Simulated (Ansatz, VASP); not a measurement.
# AlN in VASP and in Ansatz

```
Al N
1.0
     3.28180    0.00000    0.00000
    -1.64090    2.84212    0.00000
     0.00000    0.00000    4.01700
Al N
2 2
Direct
  0.33333 0.66667 0.75000
  0.66667 0.33333 0.25000
  0.33333 0.66667 0.25000
  0.66667 0.33333 0.75000
```

Alike in both runs: task single point; functional PBEsol; k mesh 9 × 9 × 6; occupations gaussian, width 0.05 eV; no spin polarisation.

```csv
,VASP,Ansatz
version,VASP 6.6.1,Ansatz 0.2.0
potentials or method,"VASP PAW PBE potentials, release 64 (Al, N), cutoff 520 eV","scalar-relativistic, plane waves, PAW"
valence electrons in the cell,16,16
```

VASP gave:

```
gap on the k mesh at the Fermi level (eV)                     : 3.70
least direct gap on the mesh (eV)                             : 3.70
pressure (GPa)                                                : 9.5
traceless stress, the component that is largest in VASP (GPa) : 3.36
```

What did Ansatz give for the same quantities?

gap on the k mesh at the Fermi level (eV): 3.68; least direct gap on the mesh (eV): 3.68; pressure (GPa): 9.6; traceless stress, the component that is largest in VASP (GPa): 3.38.

VASP's potentials were made for PBE, not for PBEsol. With one functional, cell and mesh, what is left measures potentials, basis and numerics.
